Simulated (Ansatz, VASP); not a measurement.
## AlN in VASP and in Ansatz

```
CELL_PARAMETERS angstrom
2.91173 0.00000 0.00000
-1.45587 2.52163 0.00000
0.00000 0.00000 4.97887
ATOMIC_POSITIONS crystal
Al 0.00000 0.00000 0.00000
Al 0.00000 0.00000 0.50000
N 0.33333 0.66667 0.25000
N 0.66667 0.33333 0.75000
```

Alike in both runs: task single point; functional PBE; k mesh 9 × 9 × 4; no spin polarisation.

|  | VASP | Ansatz |
| --- | --- | --- |
| version | VASP 6.6.1 | Ansatz 0.2.0 |
| potentials or method | VASP PAW PBE potentials, release 64 (Al, N) | plane waves, PAW |
| plane-wave cutoff (eV) | 520 | 420 |
| occupations | gaussian, width 0.01 eV | fixed |
| valence electrons in the cell | 16 | 16 |

|  | VASP | Ansatz | Ansatz less VASP |
| --- | --- | --- | --- |
| gap on the k mesh at the Fermi level (eV) | 4.04 | 4.04 | -0.005 |
| pressure (GPa) | -12.8 | -12.5 | +0.26 |
| traceless stress, the component that is largest in VASP (GPa) | -1.54 | -1.43 | +0.102 |
